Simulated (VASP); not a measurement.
# SiC (I-4m2) in VASP: further runs

Runs on SiC. Level: PBE. Tasks: single point.

Everything below comes from runs of VASP 6.6.1. Logs are shortened: lines on timing, memory, paths and dates and some standing lists are left out, and cuts for length are marked.

## Step 1: The cell of the first run

Symmetry: I-4m2, No. 119, tetragonal system. Conventional cell: a = 3.121 Å, b = 3.121 Å, c = 4.218 Å, α = 90.00°, β = 90.00°, γ = 90.00°. Si (site symmetry -4m2) has 4 C at 1.88 Å within 2.5 Å. Within 2.5 Å of C (site symmetry -4m2) lie 4 Si at 1.88 Å.

## Step 2: Single point, PBE (strain +0.015 along x and y, -0.030 along z)

Input file INCAR:

```
SYSTEM = SiC
PREC = Accurate
ENCUT = 520
EDIFF = 1E-7
ISMEAR = 0
SIGMA = 0.05
LREAL = .False.
LASPH = .True.
NELM = 80
ALGO = Normal
ISIF = 2
LWAVE = .False.
LCHARG = .False.
GGA = PE
NBANDS = 11
```

Input file KPOINTS:

```
Automatic mesh
0
Gamma
  12 12 12
  0 0 0
```

Input file POSCAR:

```
SiC
1.0
    0.0000000000      2.2066100000      2.1087800000
    2.2066100000      0.0000000000      2.1087800000
    2.2066100000      2.2066100000      0.0000000000
Si C
1 1
Direct
    0.0000000000      0.0000000000      0.0000000000
    0.7500000000      0.7500000000      0.7500000000
```

Potentials or basis: VASP PAW PBE potentials, release 64 (Si, C).

Command:

```sh
$ cat potpaw_PBE.64/Si/POTCAR potpaw_PBE.64/C/POTCAR > POTCAR
$ mpirun -np 1 vasp_std > vasp.out
```

OUTCAR:

```text
SYSTEM = SiC
   PREC = Accurate
   ENCUT = 520
   EDIFF = 1E-7
   ISMEAR = 0
   LREAL = .False.
   LASPH = .True.
   NELM = 80
   ISIF = 2
   GGA = PE

 ion  position               nearest neighbor table
   1  0.000  0.000  0.000-   2 1.88   2 1.88   2 1.88   2 1.88
   2  0.750  0.750  0.750-   1 1.88   1 1.88   1 1.88   1 1.88

  LATTYP: Found a body centered tetragonal cell.
 ALAT       =     3.1206177889
 C/A-ratio  =     1.3515144389

  Lattice vectors:

 A1 = (   0.0000000000,  -2.2066100000,  -2.1087800000)
 A2 = (   0.0000000000,   2.2066100000,  -2.1087800000)
 A3 = (   2.2066100000,   0.0000000000,   2.1087800000)

Analysis of symmetry for initial positions (statically):
=====================================================================
 Subroutine PRICEL returns:
 Original cell was already a primitive cell.

 Routine SETGRP: Setting up the symmetry group for a
 body centered tetragonal supercell.

 Subroutine GETGRP returns: Found  8 space group operations
 (whereof  8 operations were pure point group operations)
 out of a pool of 16 trial point group operations.

The static configuration has the point symmetry D_2d.

Analysis of symmetry for dynamics (positions and initial velocities):
=====================================================================
 Subroutine PRICEL returns:
 Original cell was already a primitive cell.

 Routine SETGRP: Setting up the symmetry group for a
 body centered tetragonal supercell.

 Subroutine GETGRP returns: Found  8 space group operations
 (whereof  8 operations were pure point group operations)
 out of a pool of 16 trial point group operations.

The dynamic configuration has the point symmetry D_2d.

 Subroutine INISYM returns: Found  8 space group operations
 (whereof  8 operations are pure point group operations),
 and found     1 'primitive' translations

----------------------------------------------------------------------------------------

                                     Primitive cell

  volume of cell :      20.5358

  direct lattice vectors                    reciprocal lattice vectors
     0.000000000  2.206610000  2.108780000    -0.226591922  0.226591922  0.237103918
     2.206610000  0.000000000  2.108780000     0.226591922 -0.226591922  0.237103918
     2.206610000  2.206610000  0.000000000     0.226591922  0.226591922 -0.237103918

  length of vectors
     3.052225545  3.052225545  3.120617789     0.398630237  0.398630237  0.398630237

  position of ions in fractional coordinates (direct lattice)
     0.000000000  0.000000000  0.000000000
     0.750000000  0.750000000  0.750000000

  ion indices of the primitive-cell ions
   primitive index   ion index
                 1           1
                 2           2

----------------------------------------------------------------------------------------

 KPOINTS: Automatic mesh

Automatic generation of k-mesh.
 Grid dimensions read from file:
 generate k-points for:   12   12   12

 Generating k-lattice:

  Cartesian coordinates                     Fractional coordinates (reciprocal lattice)
    -0.018882660  0.018882660  0.019758660     0.083333333 -0.000000000  0.000000000
     0.018882660 -0.018882660  0.019758660    -0.000000000  0.083333333  0.000000000
     0.018882660  0.018882660 -0.019758660     0.000000000  0.000000000  0.083333333

  Length of vectors
     0.033219186  0.033219186  0.033219186

  Shift w.r.t. Gamma in fractional coordinates (k-lattice)
     0.000000000  0.000000000  0.000000000

 Subroutine IBZKPT returns following result:
 ===========================================

 Found    163 irreducible k-points:

 Following reciprocal coordinates:
            Coordinates               Weight
  0.000000  0.000000  0.000000      1.000000
  0.083333  0.000000  0.000000      8.000000
  0.166667  0.000000  0.000000      8.000000
  0.250000  0.000000  0.000000      8.000000
  0.333333  0.000000  0.000000      8.000000
  0.416667  0.000000  0.000000      8.000000
[... 16 lines left out ...]
  0.500000  0.166667  0.000000      8.000000
 -0.416667  0.166667  0.000000      8.000000
 [... further k-points ...]
   k-points           NKPTS =    163   k-points in BZ     NKDIM =    163   number of bands    NBANDS=     11
   number of dos      NEDOS =    301   number of ions     NIONS =      2
   total plane-waves  NPLWV =  13824
   dimension x,y,z NGX =    24 NGY =   24 NGZ =   24
   dimension x,y,z NGXF=    48 NGYF=   48 NGZF=   48
   ions per type =               1   1
   NGX,Y,Z   is equivalent  to a cutoff of  13.07, 13.07, 12.79 a.u.
   NGXF,Y,Z  is equivalent  to a cutoff of  26.14, 26.14, 25.57 a.u.
 SYSTEM =  SiC
   PREC   = accura    normal or accurate (medium, high low for compatibility)
   ISTART =      0    job   : 0-new  1-cont  2-samecut
   ICHARG =      2    charge: 1-file 2-atom 10-const
   ISPIN  =      1    spin polarized calculation?
   LNONCOLLINEAR =      F non collinear calculations
   LSORBIT =      F    spin-orbit coupling
   LASPH  =      T    aspherical Exc in radial PAW
   ENCUT  =  520.0 eV  38.22 Ry    6.18 a.u.   5.68  5.68  5.80*2*pi/ulx,y,z
   NELM   =     80;   NELMIN=  2; NELMDL= -5     # of ELM steps
   EDIFF  = 0.1E-06   stopping-criterion for ELM
   LREAL  =      F    real-space projection
   EDIFFG = 0.1E-05   stopping-criterion for IOM
   NSW    =      0    number of steps for IOM
   IBRION =     -1    ionic relax: 0-MD 1-quasi-New 2-CG
   NFREE  =      0    steps in history (QN), initial steepest desc. (CG)
   ISIF   =      2    stress and relaxation
   ISYM   =      2    0-nonsym 1-usesym 2-fastsym
   POTIM  = 0.5000    time-step for ionic-motion
   TEBEG  =    0.0;   TEEND  =   0.0 temperature during run
   PSTRESS=    0.0 pullay stress
   NELECT =       8.0000    total number of electrons
   NUPDOWN=      -1.0000    fix difference up-down
   EMIN   =  10.00;   EMAX   =-10.00  energy-range for DOS
   EFERMI =   0.00;   METHOD = LEGACY
   ISMEAR =     0;   SIGMA  =   0.05  broadening in eV -4-tet -1-fermi 0-gaus
   EFERMI_NEDOS =   21; number of points for ismear=-14 and -15
   IALGO  =     38    algorithm
   IMIX   =      4    mixing-type and parameters
     AMIX     =   0.40;   BMIX     =  1.00
     AMIX_MAG =   1.60;   BMIX_MAG =  1.00
  volume/ion in A,a.u.               =      10.27        69.29
  Fermi-wavevector in a.u.,A,eV,Ry     =   1.195641  2.259433 19.450299  1.429557
  Thomas-Fermi vector in A             =   2.331601
   LORBIT       =      0    0 simple, 1 ext, 2 COOP (PROOUT), +10 PAW based schemes
   GGA     = PE    functional components
   LHFCALC =     F    Hartree Fock is set to
   AEXX    =    0.0000 exact exchange contribution
   IVDW    =     0    specifies the selected vdW correction
   LEPSILON=     F    determine dielectric tensor
   LRPA    =     F    only Hartree local field effects (RPA)
 non-spin polarized calculation
 Gauss-broadening in eV      SIGMA  =   0.05
  energy-cutoff  :      520.00
  volume of cell :       20.54
 maximum number of plane-waves:       564
   NGX = 11   NGY = 11   NGZ = 11

 number of electron       8.0000001 magnetization

 Free energy of the ion-electron system (eV)
  ---------------------------------------------------
  ext. energy  EPLUGINS =         0.00000000
  ---------------------------------------------------
  free energy    TOTEN  =       -15.03263442 eV

  energy without entropy =      -15.03263442  energy(sigma->0) =      -15.03263442

 E-fermi :   8.5916     XC(G=0): -11.3918

 val. band max:        8.3916274676   @ k =   0.0000   0.0000   0.0000
 cond. band min:       9.2848877761   @ k =   0.5000   0.5000   0.0000
 fundamental gap:      0.8932603085
 Fermi energy:         8.5916215399

 k-point     1 :       0.0000    0.0000    0.0000
  band No.  band energies     occupation
      1      -7.2677      2.00000
      2       8.1048      2.00000
      3       8.1048      2.00000
      4       8.3916      2.00000
      5      14.5069      0.00000
      6      15.4785      0.00000
      7      15.6063      0.00000
      8      15.6063      0.00000
      9      22.0612      0.00000
     10      23.3213      0.00000
     11      24.8012      0.00000

 k-point     2 :       0.0833    0.0000    0.0000
  band No.  band energies     occupation
      1      -7.1309      2.00000
      2       7.4551      2.00000
      3       7.9946      2.00000
      4       8.2338      2.00000
      5      14.7392      0.00000
      6      15.5786      0.00000
      7      15.7674      0.00000
      8      15.8457      0.00000
      9      21.4249      0.00000
     10      22.4179      0.00000
     11      24.7552      0.00000

 k-point     3 :       0.1667    0.0000    0.0000
  band No.  band energies     occupation
      1      -6.7245      2.00000
      2       5.8231      2.00000
      3       7.7220      2.00000
      4       8.0185      2.00000
      5      14.5707      0.00000
      6      16.0248      0.00000
      7      16.0697      0.00000
      8      16.6779      0.00000
      9      20.8468      0.00000
     10      21.4714      0.00000
     11      24.1081      0.00000

 k-point     4 :       0.2500    0.0000    0.0000
  band No.  band energies     occupation
      1      -6.0631      2.00000
      2       3.8964      2.00000
      3       7.4009      2.00000
      4       7.7811      2.00000
      5      14.1790      0.00000
      6      15.9463      0.00000
      7      16.3493      0.00000
      8      17.6575      0.00000
      9      21.2782      0.00000
     10      21.3813      0.00000
     11      23.5797      0.00000

 k-point     5 :       0.3333    0.0000    0.0000
  band No.  band energies     occupation
      1      -5.1857      2.00000
      2       2.0037      2.00000
      3       7.1233      2.00000
      4       7.5796      2.00000
      5      13.8366      0.00000
      6      15.5762      0.00000
      7      16.2558      0.00000
      8      18.2133      0.00000
      9      22.2830      0.00000
     10      22.6648      0.00000
     11      23.7337      0.00000
[... 211 lines left out ...]
 k-point    21 :       0.3333    0.1667    0.0000
  band No.  band energies     occupation
      1      -5.2475      2.00000
      2       3.3564      2.00000
      3       6.2115      2.00000
      4       6.5606      2.00000
      5      13.0444      0.00000
      6      15.5923      0.00000
      7      17.4540      0.00000
      8      17.6800      0.00000
      9      21.1896      0.00000
     10      24.3095      0.00000
     11      26.0997      0.00000

 k-point    22 :       0.4167    0.1667    0.0000
  band No.  band energies     occupation
      1      -4.3275      2.00000
      2       1.6533      2.00000
      3       6.0919      2.00000
      4       6.1408      2.00000
      5      12.8411      0.00000
      6      16.1299      0.00000
      7      17.2461      0.00000
      8      17.6762      0.00000
      9      21.8902      0.00000
     10      25.6965      0.00000
     11      26.3949      0.00000

 k-point    23 :       0.5000    0.1667    0.0000
  band No.  band energies     occupation
      1      -3.4601      2.00000
      2       0.3511      2.00000
      3       5.7290      2.00000
      4       6.1526      2.00000
      5      12.8054      0.00000
      6      16.2006      0.00000
      7      16.8085      0.00000
      8      18.7566      0.00000
      9      22.1896      0.00000
     10      25.7327      0.00000
     11      26.8123      0.00000

 k-point    24 :      -0.4167    0.1667    0.0000
  band No.  band energies     occupation
      1      -3.3621      2.00000
      2       0.2129      2.00000
      3       5.4196      2.00000
      4       6.3839      2.00000
      5      13.0378      0.00000
      6      16.1290      0.00000
      7      16.5192      0.00000
      8      19.5970      0.00000
      9      22.5707      0.00000
     10      23.7880      0.00000
     11      26.8440      0.00000

 [... further k-points ...]

------------------------ aborting loop because EDIFF is reached ----------------------------------------

  FORCE on cell =-STRESS in cart. coord.  units (eV):
  Direction    XX          YY          ZZ          XY          YZ          ZX
  --------------------------------------------------------------------------------------
  -------------------------------------------------------------------------------------
  Total        0.1596632      0.1596632      1.5163614      0.0000000      0.0000000     -0.0000000
  in kB       12.4566957     12.4566957    118.3043955      0.0000000      0.0000000     -0.0000000
  external PRESSURE =      47.7392623 kB  Pullay stress =       0.0000000 kB

 VOLUME and BASIS-vectors are now :
 -----------------------------------------------------------------------------
  energy-cutoff  :      520.00
  volume of cell :       20.54
      direct lattice vectors                 reciprocal lattice vectors
     0.000000000  2.206610000  2.108780000    -0.226591922  0.226591922  0.237103918
     2.206610000  0.000000000  2.108780000     0.226591922 -0.226591922  0.237103918
     2.206610000  2.206610000  0.000000000     0.226591922  0.226591922 -0.237103918

 POSITION                                       TOTAL-FORCE (eV/Angst)
 -----------------------------------------------------------------------------------
      0.00000      0.00000      0.00000         0.000000      0.000000      0.000000
      3.30992      3.30992      3.16317         0.000000      0.000000     -0.000000
 -----------------------------------------------------------------------------------
    total drift:                               -0.000000     -0.000000      0.000000

  FREE ENERGIE OF THE ION-ELECTRON SYSTEM (eV)
  ---------------------------------------------------
  free  energy   TOTEN  =       -15.0326344174 eV

  energy  without entropy=      -15.0326344174  energy(sigma->0) =      -15.03263442
```

It took 9.7 s on 1 thread of Intel Xeon 6975P-C (Granite Rapids), shared host; peak memory 0.15 GiB.

What came out:

```
Free energy            : -15.0326 eV
Pressure               : 4.8 GPa
Band gap on the k mesh : 0.89 eV, indirect (least direct gap 4.49 eV)
```

Stress tensor (GPa, compression positive):
```
 1.25  0.00  0.00
 0.00  1.25  0.00
 0.00  0.00 11.83
```

Caveat: the cell differs from its parent crystal (strain +0.015 along x and y, -0.030 along z). A k mesh can miss the band edges.

## Step 3: Single point, PBE (strain +0.030 along x and y, -0.030 along z)

Input file INCAR:

```
PREC = Accurate
ENCUT = 520
EDIFF = 1E-6
ISMEAR = 0
SIGMA = 0.05
LREAL = False
LASPH = True
NELM = 80
ALGO = Normal
ISIF = 2
LWAVE = False
LCHARG = False
GGA = PE
NBANDS = 11
```

Input file KPOINTS:

```
regular mesh
0
Gamma
  12 12 12
```

Input file POSCAR:

```
SiC
1.0
    0.0000000000      2.2392200000      2.1087800000
    2.2392200000      0.0000000000      2.1087800000
    2.2392200000      2.2392200000      0.0000000000
Si C
1 1
Direct
    0.0000000000      0.0000000000      0.0000000000
    0.7500000000      0.7500000000      0.7500000000
```

Potentials or basis: VASP PAW PBE potentials, release 64 (Si, C).

Command:

```sh
$ cat potpaw_PBE.64/Si/POTCAR potpaw_PBE.64/C/POTCAR > POTCAR
$ mpirun -np 1 vasp_std > vasp.out
```

Wall time 9.9 s (1 thread of Intel Xeon 6975P-C (Granite Rapids), shared host); peak memory 0.15 GiB.

The run converged. Its results:

| Quantity | Value |
| --- | --- |
| Free energy | -15.0229 eV |
| Pressure | -1.7 GPa |
| Band gap on the k mesh | 0.79 eV, indirect (least direct gap 4.45 eV) |

Stress tensor (GPa, compression positive):
```
-6.27  0.00  0.00
 0.00 -6.27  0.00
 0.00  0.00  7.31
```

Levels at points of the mesh, in eV from the valence-band top:
```tsv
k point	band 1	band 2	band 3	band 4	band 5	band 6	band 7	band 8	band 9
(0.00, 0.00, 0.00)	-15.49	-0.37	-0.37	0.00	5.70	6.80	6.98	6.98	13.24
(0.50, 0.00, 0.00)	-11.99	-8.67	-1.64	-0.97	4.75	6.46	7.57	9.74	15.33
(0.50, 0.50, 0.00)	-10.27	-7.48	-3.80	-3.80	0.79	3.31	13.36	13.36	14.81
(0.50, 0.00, 0.50)	-10.72	-8.22	-3.21	-3.12	1.33	4.35	12.69	13.83	14.42
```

Caveat: the cell differs from its parent crystal (strain +0.030 along x and y, -0.030 along z). A k mesh can miss the band edges.

## Step 4: Single point, PBE (strain +0.030 along x and y, -0.015 along z)

Input file INCAR:

```
  ALGO = Normal
  EDIFF = 1E-6
  ENCUT = 520
  GGA = PE
  ISIF = 2
  ISMEAR = 0
  LASPH = True
  LCHARG = True
  LELF = True
  LREAL = False
  LVHAR = True
  LWAVE = False
  NBANDS = 11
  NELM = 100
  PREC = Accurate
  SIGMA = 0.05
```

Input file KPOINTS:

```
k-points
0
Gamma
  12 12 12
```

Input file POSCAR:

```
SiC
1.0
    0.0000000000      2.2392200000      2.1413900000
    2.2392200000      0.0000000000      2.1413900000
    2.2392200000      2.2392200000      0.0000000000
Si C
1 1
Direct
    0.0000000000      0.0000000000      0.0000000000
    0.7500000000      0.7500000000      0.7500000000
```

Command:

```sh
$ cat potpaw_PBE.64/Si/POTCAR potpaw_PBE.64/C/POTCAR > POTCAR
$ mpirun -np 1 vasp_std > vasp.out
```

Run time: 10 s. Hardware: 1 thread of Intel Xeon 6975P-C (Granite Rapids), shared host; peak memory 0.15 GiB.

Results (log left out):

```
Free energy            : -15.0327 eV
Pressure               : -4.7 GPa
Band gap on the k mesh : 0.95 eV, indirect (least direct gap 4.45 eV)
```

Stress tensor (GPa, compression positive):
```
-8.16  0.00  0.00
 0.00 -8.16  0.00
 0.00  0.00  2.26
```

Levels at points of the mesh, in eV from the valence-band top:
| k point | band 1 | band 2 | band 3 | band 4 | band 5 | band 6 | band 7 | band 8 |
| --- | --- | --- | --- | --- | --- | --- | --- | --- |
| (0.00, 0.00, 0.00) | -15.31 | -0.28 | -0.28 | 0.00 | 5.60 | 6.78 | 6.91 | 6.91 |
| (0.50, 0.00, 0.00) | -11.87 | -8.52 | -1.48 | -0.98 | 4.77 | 6.57 | 7.35 | 9.69 |
| (0.50, 0.50, 0.00) | -10.24 | -7.51 | -3.61 | -3.61 | 0.95 | 3.50 | 13.29 | 13.29 |
| (0.50, 0.00, 0.50) | -10.57 | -8.05 | -3.17 | -3.11 | 1.34 | 4.26 | 12.80 | 13.82 |

Caveat: the cell differs from its parent crystal (strain +0.030 along x and y, -0.015 along z). A k mesh can miss the band edges.

## Step 5: Summary

```tsv
cell	gap on the mesh (eV)	pressure (GPa)
a = 3.052, b = 3.052, c = 3.121 Å, angles 59.3, 59.3, 61.5°, 2 atoms	0.89	4.8
a = 3.076, b = 3.076, c = 3.167 Å, angles 59.0, 59.0, 62.0°, 2 atoms	0.79	-1.7
a = 3.098, b = 3.098, c = 3.167 Å, angles 59.3, 59.3, 61.5°, 2 atoms	0.95	-4.7
```

Alike in all rows: task single point; level PBE; potentials or basis VASP PAW PBE potentials, release 64 (Si, C); no spin polarisation; k mesh 12 × 12 × 12; cutoff (eV) 520; smearing gaussian 0.05 eV.

Absolute energies hang on the potentials; compare differences alone.
